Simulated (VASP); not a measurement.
# LiF (P6_3mc) in VASP: a series of runs

LiF is run at these levels: PBE, HSE06, r2SCAN; tasks: single point.

All numbers are computed with VASP 6.6.1; they aren't measurements. Logs are shortened: lines on timing, memory, paths and dates and some standing lists are left out, and cuts for length are marked.

### 1 The cell of the first run

The structure is hexagonal, space group P6_3mc (No. 186). The conventional cell has a = 3.081 Å, b = 3.081 Å, c = 4.874 Å, α = 90.00°, β = 90.00°, γ = 120.00°. Within 2.5 Å of Li (site symmetry 3m) lie 4 F at 1.86 to 1.88 Å. Within 2.5 Å of F (site symmetry 3m) lie 4 Li at 1.86 to 1.88 Å.

### 2 Single point, PBE (uniaxial z strain +1.9%)

File INCAR:

```
  ALGO = Normal
  EDIFF = 1E-6
  ENCUT = 520
  GGA = PE
  ISIF = 2
  ISMEAR = -1
  LASPH = True
  LCHARG = True
  LELF = True
  LREAL = False
  LVHAR = True
  LWAVE = False
  NBANDS = 18
  NELM = 100
  PREC = Accurate
  SIGMA = 0.02
```

File KPOINTS:

```
k-points
0
Gamma
  12 12 6
```

File POSCAR:

```
LiF
1.0
    3.0810126371      0.0000000000      0.0000000000
   -1.5405063186      2.6682352131      0.0000000000
    0.0000000000      0.0000000000      4.8738718124
Li F
2 2
Direct
    0.3333333333      0.6666666667     -0.0050316358
    0.6666666667      0.3333333333      0.4949683642
    0.3333333333      0.6666666667      0.3800316358
    0.6666666667      0.3333333333      0.8800316358
```

Potentials or basis: VASP PAW PBE potentials, release 64 (Li_sv, F).

Run with:

```
> cat potpaw_PBE.64/Li_sv/POTCAR potpaw_PBE.64/F/POTCAR > POTCAR
> mpirun -np 1 vasp_std > vasp.out
```

OUTCAR:

```text
EDIFF = 1E-6
   ENCUT = 520
   GGA = PE
   ISIF = 2
   ISMEAR = -1
   LASPH = True
   LREAL = False
   NELM = 100
   PREC = Accurate

 ion  position               nearest neighbor table
   1  0.333  0.667  0.995-   4 1.86   4 1.86   4 1.86   3 1.88
   2  0.667  0.333  0.495-   3 1.86   3 1.86   3 1.86   4 1.88
   3  0.333  0.667  0.380-   2 1.86   2 1.86   2 1.86   1 1.88
   4  0.667  0.333  0.880-   1 1.86   1 1.86   1 1.86   2 1.88

  LATTYP: Found a hexagonal cell.
 ALAT       =     3.0810126371
 C/A-ratio  =     1.5819058168

  Lattice vectors:

 A1 = (   3.0810126371,   0.0000000000,   0.0000000000)
 A2 = (  -1.5405063186,   2.6682352131,   0.0000000000)
 A3 = (   0.0000000000,   0.0000000000,   4.8738718124)

Analysis of symmetry for initial positions (statically):
=====================================================================
 Subroutine PRICEL returns:
 Original cell was already a primitive cell.

 Routine SETGRP: Setting up the symmetry group for a
 hexagonal supercell.

 Subroutine GETGRP returns: Found 12 space group operations
 (whereof  6 operations were pure point group operations)
 out of a pool of 24 trial point group operations.

The static configuration has the point symmetry C_3v.
 The point group associated with its full space group is C_6v.

Analysis of symmetry for dynamics (positions and initial velocities):
=====================================================================
 Subroutine PRICEL returns:
 Original cell was already a primitive cell.

 Routine SETGRP: Setting up the symmetry group for a
 hexagonal supercell.

 Subroutine GETGRP returns: Found 12 space group operations
 (whereof  6 operations were pure point group operations)
 out of a pool of 24 trial point group operations.

The dynamic configuration has the point symmetry C_3v.
 The point group associated with its full space group is C_6v.

 Subroutine INISYM returns: Found 12 space group operations
 (whereof  6 operations are pure point group operations),
 and found     1 'primitive' translations

----------------------------------------------------------------------------------------

                                     Primitive cell

[... 89 lines left out ...]
   LNONCOLLINEAR =      F non collinear calculations
   LSORBIT =      F    spin-orbit coupling
   LASPH  =      T    aspherical Exc in radial PAW
   ENCUT  =  520.0 eV  38.22 Ry    6.18 a.u.   5.73  5.73  9.06*2*pi/ulx,y,z
   NELM   =    100;   NELMIN=  2; NELMDL= -5     # of ELM steps
   EDIFF  = 0.1E-05   stopping-criterion for ELM
   LREAL  =      F    real-space projection
   EDIFFG = 0.1E-04   stopping-criterion for IOM
   NSW    =      0    number of steps for IOM
   IBRION =     -1    ionic relax: 0-MD 1-quasi-New 2-CG
   NFREE  =      0    steps in history (QN), initial steepest desc. (CG)
   ISIF   =      2    stress and relaxation
   ISYM   =      2    0-nonsym 1-usesym 2-fastsym
   POTIM  = 0.5000    time-step for ionic-motion
   TEBEG  =    0.0;   TEEND  =   0.0 temperature during run
   PSTRESS=    0.0 pullay stress
   NELECT =      20.0000    total number of electrons
   NUPDOWN=      -1.0000    fix difference up-down
   EMIN   =  10.00;   EMAX   =-10.00  energy-range for DOS
   EFERMI =   0.00;   METHOD = LEGACY
   ISMEAR =    -1;   SIGMA  =   0.02  broadening in eV -4-tet -1-fermi 0-gaus
   EFERMI_NEDOS =   21; number of points for ismear=-14 and -15
   IALGO  =     38    algorithm
   IMIX   =      4    mixing-type and parameters
     AMIX     =   0.40;   BMIX     =  1.00
     AMIX_MAG =   1.60;   BMIX_MAG =  1.00
  volume/ion in A,a.u.               =      10.02        67.60
  Fermi-wavevector in a.u.,A,eV,Ry     =   1.298636  2.454067 22.945636  1.686457
  Thomas-Fermi vector in A             =   2.429952
   LORBIT       =      0    0 simple, 1 ext, 2 COOP (PROOUT), +10 PAW based schemes
   GGA     = PE    functional components
   LHFCALC =     F    Hartree Fock is set to
   AEXX    =    0.0000 exact exchange contribution
   IVDW    =     0    specifies the selected vdW correction
   LEPSILON=     F    determine dielectric tensor
   LRPA    =     F    only Hartree local field effects (RPA)
 non-spin polarized calculation
  energy-cutoff  :      520.00
  volume of cell :       40.07
 maximum number of plane-waves:      1100
 NGX is ok and might be reduce to    24
   NGX = 11   NGY = 11   NGZ = 19

 number of electron      19.9999986 magnetization

 Free energy of the ion-electron system (eV)
  ---------------------------------------------------
  ext. energy  EPLUGINS =         0.00000000
  ---------------------------------------------------
  free energy    TOTEN  =       -19.28985215 eV

  energy without entropy =      -19.28985215  energy(sigma->0) =      -19.28985215

 E-fermi :  -2.0054     XC(G=0):  -8.7936

 val. band max:       -2.5320148667   @ k =   0.0000   0.0000   0.0000
 cond. band min:       5.2534380796   @ k =   0.0000   0.0000   0.0000
 fundamental gap:      7.7854529463
 Fermi energy:        -2.0054252644

 k-point     1 :       0.0000    0.0000    0.0000
  band No.  band energies     occupation
      1     -42.9695      2.00000
      2     -42.9312      2.00000
      3     -21.9352      2.00000
      4     -21.7142      2.00000
      5      -4.6366      2.00000
      6      -2.9527      2.00000
[... 481 lines left out ...]
      5      -4.3024      2.00000
      6      -3.7653      2.00000
[... 10 lines left out ...]
     17      16.8626      0.00000
     18      17.8261      0.00000

 [... further k-points ...]

------------------------ aborting loop because EDIFF is reached ----------------------------------------

  FORCE on cell =-STRESS in cart. coord.  units (eV):
  Direction    XX          YY          ZZ          XY          YZ          ZX
  --------------------------------------------------------------------------------------
  -------------------------------------------------------------------------------------
  Total        0.4833671      0.4833671      0.3544098     -0.0000000     -0.0000000      0.0000000
  in kB       19.3284040     19.3284040     14.1717851     -0.0000000     -0.0000000      0.0000000
  external PRESSURE =      17.6095310 kB  Pullay stress =       0.0000000 kB

 VOLUME and BASIS-vectors are now :
 -----------------------------------------------------------------------------
  energy-cutoff  :      520.00
  volume of cell :       40.07
      direct lattice vectors                 reciprocal lattice vectors
     3.081012637  0.000000000  0.000000000     0.324568614  0.187389776  0.000000000
    -1.540506319  2.668235213  0.000000000     0.000000000  0.374779553  0.000000000
     0.000000000  0.000000000  4.873871812     0.000000000  0.000000000  0.205175688

 POSITION                                       TOTAL-FORCE (eV/Angst)
 -----------------------------------------------------------------------------------
     -0.00000      1.77882      4.84935        -0.000000      0.000000     -0.001140
      1.54051      0.88941      2.41241         0.000000     -0.000000     -0.001140
     -0.00000      1.77882      1.85223        -0.000000      0.000000      0.001140
      1.54051      0.88941      4.28916         0.000000     -0.000000      0.001140
 -----------------------------------------------------------------------------------
    total drift:                               -0.000001     -0.000001      0.007439

  FREE ENERGIE OF THE ION-ELECTRON SYSTEM (eV)
  ---------------------------------------------------
  free  energy   TOTEN  =       -19.2898521521 eV

  energy  without entropy=      -19.2898521521  energy(sigma->0) =      -19.28985215
```

OSZICAR:

```text
N       E                     dE             d eps       ncg     rms          rms(c)
DAV:   1     0.122980956028E+03    0.12298E+03   -0.10957E+04  2752   0.122E+03
DAV:   2    -0.102042572506E+02   -0.13319E+03   -0.13031E+03  3180   0.301E+02
DAV:   3    -0.206239278438E+02   -0.10420E+02   -0.10364E+02  5186   0.626E+01
DAV:   4    -0.207109754064E+02   -0.87048E-01   -0.86926E-01  3528   0.721E+00
DAV:   5    -0.207118819050E+02   -0.90650E-03   -0.90635E-03  3602   0.607E-01    0.737E+00
DAV:   6    -0.192231123642E+02    0.14888E+01   -0.40370E+00  2888   0.152E+01    0.227E+00
DAV:   7    -0.192509108110E+02   -0.27798E-01   -0.12263E-01  3114   0.243E+00    0.149E+00
DAV:   8    -0.192900704042E+02   -0.39160E-01   -0.61367E-02  3134   0.237E+00    0.377E-01
DAV:   9    -0.192888123891E+02    0.12580E-02   -0.63361E-03  3792   0.683E-01    0.987E-02
DAV:  10    -0.192898637863E+02   -0.10514E-02   -0.14903E-03  3002   0.259E-01    0.508E-02
DAV:  11    -0.192898487658E+02    0.15021E-04   -0.57566E-05  3790   0.687E-02    0.108E-02
DAV:  12    -0.192898518632E+02   -0.30974E-05   -0.81281E-06  3004   0.227E-02    0.226E-03
DAV:  13    -0.192898521521E+02   -0.28886E-06   -0.19029E-07  2938   0.347E-03
   1 F= -.19289852E+02 E0= -.19289852E+02  d E =-.192101E-13
```

stdout:

```text
POSCAR found type information on POSCAR LiF
 POSCAR found :  2 types and       4 ions
 scaLAPACK will be used
 LDA part: xc-table for (Slater+PW92), standard interpolation
 POSCAR, INCAR and KPOINTS ok, starting setup
 FFT: planning ... GRIDC
 FFT: planning ... GRID_SOFT
 FFT: planning ... GRID
 WAVECAR not read
 entering main loop
```

Run time: 22 s. Hardware: 1 thread of Intel Xeon Platinum 8488C (Sapphire Rapids), shared host; peak memory 0.17 GiB.

Results:

```yaml
Free_energy: -19.2899 eV
Band_gap_on_the_k_mesh: 7.79 eV
```

Caveat: the cell differs from its parent crystal (uniaxial z strain +1.9%); the cutoff is under 1.25 times the usual one of these potentials, so pressure, stress and relaxed cells hold a basis-set (Pulay) error.

### 3 Single point, HSE06 (epitaxial xy strain -5.9%)

File POSCAR:

```
LiF
1.0
    2.9004652966      0.0000000000      0.0000000000
   -1.4502326483      2.5118766296      0.0000000000
    0.0000000000      0.0000000000      5.0590256371
Li F
2 2
Direct
    0.3333333333      0.6666666667      0.0057791719
    0.6666666667      0.3333333333      0.5057791719
    0.3333333333      0.6666666667      0.3692208281
    0.6666666667      0.3333333333      0.8692208281
```

File INCAR.step1:

```
PREC     = Accurate       # precision mode
ENCUT    = 520            # plane-wave cutoff, eV
EDIFF    = 1E-5           # SCF threshold, eV
ISMEAR   = 0              # smearing method
SIGMA    = 0.01           # smearing width, eV
LREAL    = False          # projectors in reciprocal space
LASPH    = True           # aspherical terms in the spheres
NELM     = 100            # most SCF steps
ALGO     = Normal         # electronic algorithm
ISIF     = 2              # what is computed and relaxed
LWAVE    = True           # write WAVECAR
NBANDS   = 18             # bands
GGA      = PE             # functional
```

File INCAR.step2:

```
PREC     = Accurate       # precision mode
ENCUT    = 520            # plane-wave cutoff, eV
EDIFF    = 1E-6           # SCF threshold, eV
ISMEAR   = 0              # smearing method
SIGMA    = 0.01           # smearing width, eV
LREAL    = False          # projectors in reciprocal space
LASPH    = True           # aspherical terms in the spheres
NELM     = 100            # most SCF steps
ALGO     = Normal         # electronic algorithm
ISIF     = 2              # what is computed and relaxed
LWAVE    = False          # write WAVECAR
LCHARG   = True           # write CHGCAR
GGA      = PE             # functional
LHFCALC  = True           # exact exchange
HFSCREEN = 0.2079         # screening, 1/A
PRECFOCK = Normal       
LELF     = True           # ELF
LVHAR    = True         
NBANDS   = 18             # bands
ISTART   = 1
```

File KPOINTS:

```
Automatic mesh
0
Gamma
  6 6 4
```

Potentials or basis: VASP PAW PBE potentials, release 64 (Li_sv, F).

Run with:

```
> cat potpaw_PBE.64/Li_sv/POTCAR potpaw_PBE.64/F/POTCAR > POTCAR
> cp INCAR.step1 INCAR
> mpirun -np 1 vasp_std > vasp.out
> cp INCAR.step2 INCAR
> mpirun -np 1 vasp_std > vasp.out
```

Run time: 31 min. Hardware: 1 thread of Intel Xeon Platinum 8488C (Sapphire Rapids), shared host; peak memory 0.27 GiB.

Results (log left out):

```
Free energy            : -22.6502 eV
Band gap on the k mesh : 10.39 eV
```

Levels at points of the mesh, in eV from the valence-band top:
| k point | band 7 | band 8 | band 9 | band 10 | band 11 | band 12 | band 13 | band 14 |
| --- | --- | --- | --- | --- | --- | --- | --- | --- |
| (0.00, 0.00, 0.00) | -0.24 | -0.24 | 0.00 | 0.00 | 10.39 | 14.39 | 17.85 | 21.76 |
| (0.50, 0.00, 0.00) | -1.13 | -0.87 | -0.74 | -0.37 | 14.14 | 14.31 | 17.91 | 17.93 |
| (0.00, 0.00, 0.50) | -0.12 | -0.12 | -0.12 | -0.12 | 12.00 | 12.00 | 19.98 | 19.98 |
| (0.50, 0.00, 0.50) | -0.84 | -0.84 | -0.63 | -0.63 | 13.81 | 13.81 | 18.06 | 18.06 |

Caveat: the cell differs from its parent crystal (epitaxial xy strain -5.9%); the cutoff is under 1.25 times the usual one of these potentials, so pressure, stress and relaxed cells hold a basis-set (Pulay) error; the PAW data sets were made with another functional, which shifts forces and pressure a little. A k mesh can miss the band edges.

(Continued in part 2 of 3.)
